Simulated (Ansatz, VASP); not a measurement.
Given: the input of a run of VASP 6.6.1 on Sn.

Contents of POSCAR:

```
Sn
1.0
    0.0000000000      3.2333428000      3.2333428000
    3.2333428000      0.0000000000      3.2333428000
    3.2333428000      3.2333428000      0.0000000000
Sn
2
Direct
    0.7500000000      0.7500000000      0.7500000000
    0.5000000000      0.5000000000      0.5000000000
```

Contents of INCAR.step1:

```
SYSTEM = Sn
PREC = Accurate ; ENCUT = 600
ISMEAR = -1 ; SIGMA = 0.05
LREAL = .FALSE. ; LASPH = .TRUE.
NELM = 100 ; GGA = PE
ALGO = Normal ; EDIFF = 1E-4
LWAVE = .TRUE. ; LCHARG = .FALSE.
```

INCAR.step2

```
SYSTEM = Sn
PREC = Accurate ; ENCUT = 600
EDIFF = 1E-6 ; ISMEAR = -1
SIGMA = 0.05 ; LREAL = .FALSE.
LASPH = .TRUE. ; NELM = 100
ALGO = Normal ; ISIF = 3
LWAVE = .FALSE. ; LCHARG = .FALSE.
METAGGA = R2SCAN ; LMIXTAU = .TRUE.
IVDW = 13 ; VDW_S6 = 1.0
VDW_S8 = 0.6018749 ; VDW_A1 = 0.51559235
VDW_A2 = 5.77342911 ; IBRION = 2
NSW = 60 ; EDIFFG = -0.01
ISTART = 1
```

File KPOINTS:

```
Automatic mesh
0
G
  7 7 7
  0 0 0
```

Potentials or basis: VASP PAW PBE potentials, release 64 (Sn_d).

Command:

```sh
$ cat potpaw_PBE.64/Sn_d/POTCAR > POTCAR
$ cp INCAR.step1 INCAR
$ mpirun -np 1 vasp_std > vasp.out
$ cp INCAR.step2 INCAR
$ mpirun -np 1 vasp_std > vasp.out
```

Translate it to Ansatz 0.2.0. Potentials there: Ansatz PAW.

As run (the cutoff follows the program's own potentials):

File input.yaml:

```yaml
crystal:
  lattice:
    - [0.0, 3.2333428, 3.2333428]
    - [3.2333428, 0.0, 3.2333428]
    - [3.2333428, 3.2333428, 0.0]
  atoms:
    - { symbol: Sn, position: [0.75, 0.75, 0.75] }
    - { symbol: Sn, position: [0.5, 0.5, 0.5] }
hamiltonian:
  xc: r2scan
  pseudopotentials: { kind: paw }
  dispersion: d4
kpoints:
  mp_grid: { grid: [7, 7, 7] }
scf:
  occupations: { method: fermi_dirac, width: 0.05 }
output:
  forces: true
  stress: true
  eigenvalues: true
relax:
  f_tol: 0.01
  max_steps: 40
  cell: { stress_tol: 0.05 }
```

Potentials or basis: Ansatz PAW.

Run with:

```bash
$ ansatz run input.yaml --threads 2 --pin off --max-ram 5632MiB --backend cpu --events-out ev --progress --plain --runs-dir out
```

Both were run:

|  | VASP | Ansatz | Ansatz less VASP |
| --- | --- | --- | --- |
| gap on the k mesh at the Fermi level, each at its own relaxed structure (eV) | none | none | - |
| relaxed volume (Å³/atom) | 35.04 | 35.04 | +0.001 |
| relaxed length of the cell vector where the two differ most in proportion (Å) | 4.628 | 4.628 | 0.0000 |

VASP's potentials were made for PBE, not for r2SCAN. A gap of «none» marks a metal or a gap that the smearing closes.

Noted on Ansatz's run: the plane-wave basis is chosen anew once the cell has moved, so the energies of steps on either side of that aren't comparable.
